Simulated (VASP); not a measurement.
## TiB2: single point with PBE

The system is TiB2.

```
CELL_PARAMETERS angstrom
3.02920 0.00000 0.00000
-1.51460 2.62336 0.00000
0.00000 0.00000 3.22840
ATOMIC_POSITIONS crystal
Ti 0.00000 0.00000 0.00000
B 0.66667 0.33333 0.50000
B 0.33333 0.66667 0.50000
```

```
Program             : VASP 6.6.1
Task                : single point
Functional          : PBE
Potentials or basis : VASP PAW PBE potentials, release 64 (Ti_sv, B)
Cutoff              : 520 eV
k mesh              : 10 × 10 × 8
Occupations         : gaussian, width 0.017 eV
Spin                : no spin polarisation
```

```
Pressure               : 0.6 GPa
Band gap on the k mesh : zero (band 9 reaches 10.39 eV, above the bottom of band 10 at 9.82 eV)
```

Levels at points of the mesh, in eV from the Fermi level:
```
           k point  band 7  band 8  band 9  band 10  band 11  band 12
(0.00, 0.00, 0.00)   -2.54   -2.27   -2.05     1.95     1.95     3.71
(0.50, 0.00, 0.00)   -3.20   -3.16   -2.20     1.40     2.79     3.27
(0.00, 0.00, 0.50)   -0.49   -0.49   -0.11    -0.11     0.49     0.49
(0.50, 0.00, 0.50)   -4.57   -3.76   -3.09     2.54     2.97     4.52
```

It took 8.5 s on 1 thread of Intel(R) Xeon(R) 6975P-C (Granite Rapids), on a shared host, peak memory 0.15 GiB.
